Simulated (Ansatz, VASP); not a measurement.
**Pt in VASP and in Ansatz**

```
Pt
1.0
     0.00000    1.85858    1.85858
     1.85858    0.00000    1.85858
     1.85858    1.85858    0.00000
Pt
1
Direct
  0.00000 0.00000 0.00000
```

Alike in both runs: task relaxation of cell and atoms; functional PBE; k mesh 17 × 17 × 17; occupations fermi-dirac, width 0.05 eV; no spin polarisation.

```csv
,VASP,Ansatz
version,VASP 6.6.1,Ansatz 0.2.0
potentials or method,"VASP PAW PBE potentials, release 64 (Pt)","PAW with Ansatz's earlier generated frozen-core files (soft_1), scalar-relativistic"
plane-wave cutoff (eV),600,420
valence electrons in the cell,10,18
```

Ansatz gave:

```
relaxed volume (Å³/atom)                                     : 15.64
relaxed cell length with the largest relative difference (Å) : 2.807
```

Which values does VASP return?

Relaxed volume (Å³/atom): 15.62; relaxed cell length with the largest relative difference (Å): 2.806.

VASP's potentials hold 10 valence electrons a cell and Ansatz's 18, so a difference there can come from the potentials and not from the codes.

Neither program's run includes spin-orbit coupling. Noted on VASP's run: the volume moved by over 15 % at a fixed basis, so the end points are rough.
